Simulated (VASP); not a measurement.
Write the native input for VASP 6.6.1 that does the following.

| Property | Result |
| --- | --- |
| Task | single point |
| Functional | PBE |
| Potentials or basis | VASP PAW PBE potentials, release 64 (Br) |
| Cutoff | 520 eV |
| k mesh | 13 × 13 × 13 |
| Occupations | fermi-dirac, width 0.05 eV |
| Spin | no spin polarisation |
| Dipole correction | no |
| Further INCAR settings | ALGO = Normal; EDIFF = 1e-07; NBANDS = 10 |

The structure of Br lies in POSCAR:

```
Br
1.0
    3.0840132371      0.0000000000      0.0000000000
    0.0000000000      3.0840132371      0.0000000000
    0.0000000000      0.0000000000      3.0840132371
Br
1
Direct
    0.0000000000      0.0000000000      0.0000000000
```

One way to write it, as run:

INCAR

```
SYSTEM = Br
PREC     = Accurate       ! precision mode
ENCUT    = 520            ! plane-wave cutoff, eV
EDIFF    = 1E-7           ! SCF threshold, eV
ISMEAR   = -1             ! smearing method
SIGMA    = 0.05           ! smearing width, eV
LREAL    = .False.        ! projectors in reciprocal space
LASPH    = .True.         ! aspherical terms in the spheres
NELM     = 100            ! most SCF steps
ALGO     = Normal         ! electronic algorithm
ISIF     = 2              ! what is computed and relaxed
LWAVE    = .False.        ! write WAVECAR
LCHARG   = .False.        ! write CHGCAR
GGA      = PE             ! functional
NBANDS   = 10             ! bands
```

KPOINTS

```
Automatic mesh
0
Gamma
  13 13 13
  0 0 0
```

Potentials or basis: VASP PAW PBE potentials, release 64 (Br).

Command:

```console
$ cat potpaw_PBE.64/Br/POTCAR > POTCAR
$ mpirun -np 1 vasp_std > vasp.out
```

It gave:

* Pressure: 0.5 GPa
* Band gap on the k mesh: zero (an odd number of electrons rules out a gap without spin polarisation)

Caveat: an odd number of electrons without spin polarisation forces a metal; a magnetic or distorted state may lie lower.

Wall time 8.6 s on 1 thread of Intel(R) Xeon(R) Platinum 8375C CPU @ 2.90GHz (Ice Lake), with other jobs on the host, peak memory 0.15 GiB.
